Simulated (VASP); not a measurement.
# BaS (I4/mmm) in VASP: notebook

BaS is run at these levels: PBE; tasks: single point.

Program: VASP 6.6.1. These are calculated values, not measurements. Logs are shortened: lines on timing, memory, paths and dates and some standing lists are left out, and cuts for length are marked.

### Step 1. The cell of the first run

It takes space group I4/mmm (No. 139, tetragonal). The conventional cell has a = 4.517 Å, b = 4.517 Å, c = 6.483 Å, α = 90.00°, β = 90.00°, γ = 90.00°. Ba (site symmetry 4/mmm) has 6 S at 3.19 to 3.24 Å within 4.2 Å. S (site symmetry 4/mmm) has 6 Ba at 3.19 to 3.24 Å within 4.2 Å.

### Step 2. Single point, PBE (strain +0.0150 x Voigt [0, 0, 1, 0, 0, 0])

Input file INCAR:

```
ALGO     = Normal         # electronic algorithm
EDIFF    = 1E-6           # SCF threshold, eV
ENCUT    = 520            # plane-wave cutoff, eV
GGA      = PE             # functional
ISIF     = 2              # what is computed and relaxed
ISMEAR   = 0              # smearing method
LASPH    = True           # aspherical terms in the spheres
LCHARG   = True           # write CHGCAR
LELF     = True           # ELF
LREAL    = False          # projectors in reciprocal space
LVHAR    = True         
LWAVE    = False          # write WAVECAR
NBANDS   = 15             # bands
NELM     = 60             # most SCF steps
PREC     = Accurate       # precision mode
SIGMA    = 0.05           # smearing width, eV
```

Input file KPOINTS:

```
k-points
0
Gamma
  8 8 8
```

Input file POSCAR:

```
BaS
1.0
    0.0000000000      3.1937500000      3.2416562500
    3.1937500000      0.0000000000      3.2416562500
    3.1937500000      3.1937500000      0.0000000000
Ba S
1 1
Direct
    0.0000000000      0.0000000000      0.0000000000
    0.5000000000      0.5000000000      0.5000000000
```

Potentials or basis: VASP PAW PBE potentials, release 64 (Ba_sv, S).

Started as:

```sh
> cat potpaw_PBE.64/Ba_sv/POTCAR potpaw_PBE.64/S/POTCAR > POTCAR
> mpirun -np 1 vasp_std > vasp.out
```

OUTCAR:

```text
EDIFF = 1E-6
   ENCUT = 520
   GGA = PE
   ISIF = 2
   ISMEAR = 0
   LASPH = True
   LREAL = False
   NELM = 60
   PREC = Accurate

 ion  position               nearest neighbor table
   1  0.000  0.000  0.000-   2 3.19   2 3.19   2 3.19   2 3.19   2 3.24   2 3.24
   2  0.500  0.500  0.500-   1 3.19   1 3.19   1 3.19   1 3.19   1 3.24   1 3.24

  LATTYP: Found a body centered tetragonal cell.
 ALAT       =     4.5166445648
 C/A-ratio  =     1.4354267658

  Lattice vectors:

 A1 = (  -3.1937500000,   0.0000000000,   3.2416562500)
 A2 = (   3.1937500000,   0.0000000000,   3.2416562500)
 A3 = (   0.0000000000,   3.1937500000,  -3.2416562500)

Analysis of symmetry for initial positions (statically):
=====================================================================
 Subroutine PRICEL returns:
 Original cell was already a primitive cell.

 Routine SETGRP: Setting up the symmetry group for a
 body centered tetragonal supercell.

 Subroutine GETGRP returns: Found 16 space group operations
 (whereof 16 operations were pure point group operations)
 out of a pool of 16 trial point group operations.

The static configuration has the point symmetry D_4h.

Analysis of symmetry for dynamics (positions and initial velocities):
=====================================================================
 Subroutine PRICEL returns:
 Original cell was already a primitive cell.

 Routine SETGRP: Setting up the symmetry group for a
 body centered tetragonal supercell.

 Subroutine GETGRP returns: Found 16 space group operations
 (whereof 16 operations were pure point group operations)
 out of a pool of 16 trial point group operations.

The dynamic configuration has the point symmetry D_4h.

 Subroutine INISYM returns: Found 16 space group operations
 (whereof 16 operations are pure point group operations),
 and found     1 'primitive' translations

----------------------------------------------------------------------------------------

                                     Primitive cell

  volume of cell :      66.1300

  direct lattice vectors                    reciprocal lattice vectors
     0.000000000  3.193750000  3.241656250    -0.156555773  0.156555773  0.154242141
     3.193750000  0.000000000  3.241656250     0.156555773 -0.156555773  0.154242141
     3.193750000  3.193750000  0.000000000     0.156555773  0.156555773 -0.154242141

  length of vectors
     4.550645482  4.550645482  4.516644565     0.269833390  0.269833390  0.269833390

  position of ions in fractional coordinates (direct lattice)
     0.000000000  0.000000000  0.000000000
     0.500000000  0.500000000  0.500000000

  ion indices of the primitive-cell ions
   primitive index   ion index
                 1           1
                 2           2

----------------------------------------------------------------------------------------

 KPOINTS: k-points

Automatic generation of k-mesh.
 Grid dimensions read from file:
 generate k-points for:    8    8    8

 Generating k-lattice:

  Cartesian coordinates                     Fractional coordinates (reciprocal lattice)
    -0.019569472  0.019569472  0.019280268     0.125000000  0.000000000  0.000000000
     0.019569472 -0.019569472  0.019280268     0.000000000  0.125000000  0.000000000
     0.019569472  0.019569472 -0.019280268     0.000000000  0.000000000  0.125000000

  Length of vectors
     0.033729174  0.033729174  0.033729174

  Shift w.r.t. Gamma in fractional coordinates (k-lattice)
     0.000000000  0.000000000  0.000000000

 Subroutine IBZKPT returns following result:
 ===========================================

 Found     59 irreducible k-points:

 Following reciprocal coordinates:
            Coordinates               Weight
  0.000000  0.000000  0.000000      1.000000
  0.125000 -0.000000  0.000000      8.000000
  0.250000 -0.000000  0.000000      8.000000
  0.375000 -0.000000  0.000000      8.000000
  0.500000 -0.000000  0.000000      4.000000
  0.125000  0.125000  0.000000      2.000000
[... 16 lines left out ...]
  0.250000 -0.000000  0.125000     16.000000
  0.375000 -0.000000  0.125000     16.000000
 [... further k-points ...]
   k-points           NKPTS =     59   k-points in BZ     NKDIM =     59   number of bands    NBANDS=     15
   number of dos      NEDOS =    301   number of ions     NIONS =      2
   total plane-waves  NPLWV =  46656
   dimension x,y,z NGX =    36 NGY =   36 NGZ =   36
   dimension x,y,z NGXF=    72 NGYF=   72 NGZF=   72
   ions per type =               1   1
   NGX,Y,Z   is equivalent  to a cutoff of  13.15, 13.15, 13.25 a.u.
   NGXF,Y,Z  is equivalent  to a cutoff of  26.30, 26.30, 26.50 a.u.
 SYSTEM =  unknown system
   PREC   = accura    normal or accurate (medium, high low for compatibility)
   ISTART =      0    job   : 0-new  1-cont  2-samecut
   ICHARG =      2    charge: 1-file 2-atom 10-const
   ISPIN  =      1    spin polarized calculation?
   LNONCOLLINEAR =      F non collinear calculations
   LSORBIT =      F    spin-orbit coupling
   LASPH  =      T    aspherical Exc in radial PAW
   ENCUT  =  520.0 eV  38.22 Ry    6.18 a.u.   8.46  8.46  8.40*2*pi/ulx,y,z
   NELM   =     60;   NELMIN=  2; NELMDL= -5     # of ELM steps
   EDIFF  = 0.1E-05   stopping-criterion for ELM
   LREAL  =      F    real-space projection
   EDIFFG = 0.1E-04   stopping-criterion for IOM
   NSW    =      0    number of steps for IOM
   IBRION =     -1    ionic relax: 0-MD 1-quasi-New 2-CG
   NFREE  =      0    steps in history (QN), initial steepest desc. (CG)
   ISIF   =      2    stress and relaxation
   ISYM   =      2    0-nonsym 1-usesym 2-fastsym
   POTIM  = 0.5000    time-step for ionic-motion
   TEBEG  =    0.0;   TEEND  =   0.0 temperature during run
   PSTRESS=    0.0 pullay stress
   NELECT =      16.0000    total number of electrons
   NUPDOWN=      -1.0000    fix difference up-down
   EMIN   =  10.00;   EMAX   =-10.00  energy-range for DOS
   EFERMI =   0.00;   METHOD = LEGACY
   ISMEAR =     0;   SIGMA  =   0.05  broadening in eV -4-tet -1-fermi 0-gaus
   EFERMI_NEDOS =   21; number of points for ismear=-14 and -15
   IALGO  =     38    algorithm
   IMIX   =      4    mixing-type and parameters
     AMIX     =   0.40;   BMIX     =  1.00
     AMIX_MAG =   1.60;   BMIX_MAG =  1.00
  volume/ion in A,a.u.               =      33.07       223.13
  Fermi-wavevector in a.u.,A,eV,Ry     =   1.020114  1.927735 14.158656  1.040632
  Thomas-Fermi vector in A             =   2.153665
   LORBIT       =      0    0 simple, 1 ext, 2 COOP (PROOUT), +10 PAW based schemes
   GGA     = PE    functional components
   LHFCALC =     F    Hartree Fock is set to
   AEXX    =    0.0000 exact exchange contribution
   IVDW    =     0    specifies the selected vdW correction
   LEPSILON=     F    determine dielectric tensor
   LRPA    =     F    only Hartree local field effects (RPA)
 non-spin polarized calculation
 Gauss-broadening in eV      SIGMA  =   0.05
  energy-cutoff  :      520.00
  volume of cell :       66.13
 maximum number of plane-waves:      1809
 NGX is ok and might be reduce to    36
   NGX = 17   NGY = 17   NGZ = 17

 number of electron      16.0000002 magnetization

 Free energy of the ion-electron system (eV)
  ---------------------------------------------------
  ext. energy  EPLUGINS =         0.00000000
  ---------------------------------------------------
  free energy    TOTEN  =       -10.18904265 eV

  energy without entropy =      -10.18904265  energy(sigma->0) =      -10.18904265

 E-fermi :   1.6669     XC(G=0):  -8.5638

 val. band max:        1.3925650524   @ k =   0.0000   0.0000   0.0000
 cond. band min:       3.5061995000   @ k =   0.5000   0.0000   0.5000
 fundamental gap:      2.1136344476
 Fermi energy:         1.6669114939

 k-point     1 :       0.0000    0.0000    0.0000
  band No.  band energies     occupation
      1     -24.7440      2.00000
      2      -9.8025      2.00000
      3      -9.8012      2.00000
      4      -9.8012      2.00000
      5      -8.9609      2.00000
      6       1.3476      2.00000
      7       1.3926      2.00000
      8       1.3926      2.00000
      9       4.8947      0.00000
     10       5.1757      0.00000
     11       5.2784      0.00000
     12       5.2784      0.00000
     13       6.1230      0.00000
     14       6.1963      0.00000
     15      10.0873      0.00000

 k-point     2 :       0.1250   -0.0000    0.0000
  band No.  band energies     occupation
      1     -24.7380      2.00000
      2     -10.0776      2.00000
      3      -9.8086      2.00000
      4      -9.8057      2.00000
      5      -8.6712      2.00000
      6       0.9735      2.00000
      7       1.1637      2.00000
      8       1.1845      2.00000
      9       5.2204      0.00000
     10       5.4433      0.00000
     11       5.5030      0.00000
     12       5.5129      0.00000
     13       6.5618      0.00000
     14       6.6475      0.00000
     15      10.6998      0.00000

 k-point     3 :       0.2500   -0.0000    0.0000
  band No.  band energies     occupation
      1     -24.7234      2.00000
      2     -10.4840      2.00000
      3      -9.8243      2.00000
      4      -9.8163      2.00000
      5      -8.2300      2.00000
      6       0.2474      2.00000
      7       0.7644      2.00000
      8       0.7715      2.00000
      9       5.4661      0.00000
     10       6.0973      0.00000
     11       6.1319      0.00000
     12       6.6613      0.00000
     13       7.6624      0.00000
     14       7.7771      0.00000
     15      11.8884      0.00000
[... 343 lines left out ...]
 k-point    23 :       0.2500   -0.0000    0.1250
  band No.  band energies     occupation
      1     -24.7241      2.00000
      2     -10.3806      2.00000
      3      -9.8544      2.00000
      4      -9.8405      2.00000
      5      -8.3297      2.00000
      6       0.2151      2.00000
      7       0.9843      2.00000
      8       1.0724      2.00000
      9       4.8063      0.00000
     10       5.9872      0.00000
     11       6.3677      0.00000
     12       6.4550      0.00000
     13       6.8489      0.00000
     14       8.5312      0.00000
     15      11.9675      0.00000

 k-point    24 :       0.3750   -0.0000    0.1250
  band No.  band energies     occupation
      1     -24.7095      2.00000
      2     -10.6541      2.00000
      3      -9.8694      2.00000
      4      -9.8578      2.00000
      5      -8.0590      2.00000
      6      -0.1212      2.00000
      7       0.5615      2.00000
      8       0.7110      2.00000
      9       5.2125      0.00000
     10       7.0669      0.00000
     11       7.1226      0.00000
     12       7.3150      0.00000
     13       7.9872      0.00000
     14       9.4591      0.00000
     15      11.4724      0.00000

 [... further k-points ...]
[... 5 lines left out ...]
  --------------------------------------------------------------------------------------
  -------------------------------------------------------------------------------------
  Total        0.4776476      0.4776476     -0.0085748      0.0000000      0.0000000     -0.0000000
  in kB       11.5722923     11.5722923     -0.2077471      0.0000000      0.0000000     -0.0000000
  external PRESSURE =       7.6456125 kB  Pullay stress =       0.0000000 kB

 VOLUME and BASIS-vectors are now :
 -----------------------------------------------------------------------------
  energy-cutoff  :      520.00
  volume of cell :       66.13
      direct lattice vectors                 reciprocal lattice vectors
     0.000000000  3.193750000  3.241656250    -0.156555773  0.156555773  0.154242141
     3.193750000  0.000000000  3.241656250     0.156555773 -0.156555773  0.154242141
     3.193750000  3.193750000  0.000000000     0.156555773  0.156555773 -0.154242141

 POSITION                                       TOTAL-FORCE (eV/Angst)
 -----------------------------------------------------------------------------------
      0.00000      0.00000      0.00000         0.000000      0.000000      0.000000
      3.19375      3.19375      3.24166        -0.000000     -0.000000     -0.000000
 -----------------------------------------------------------------------------------
    total drift:                                0.000000      0.000000      0.000000

  FREE ENERGIE OF THE ION-ELECTRON SYSTEM (eV)
  ---------------------------------------------------
  free  energy   TOTEN  =       -10.1890426534 eV

  energy  without entropy=      -10.1890426534  energy(sigma->0) =      -10.18904265
```

Run time: 31 s. Hardware: 1 thread of Intel Xeon Platinum 8488C (Sapphire Rapids), shared host; peak memory 0.23 GiB.

Results:

```
Free energy            : -10.1890 eV
Pressure               : 0.8 GPa
Band gap on the k mesh : 2.11 eV, indirect (least direct gap 2.26 eV)
```

Caveat: the cell differs from its parent crystal (strain +0.0150 x Voigt [0, 0, 1, 0, 0, 0]); spin-orbit coupling is left out, which moves the levels of the heavy elements.

[end of part 1 of 2]
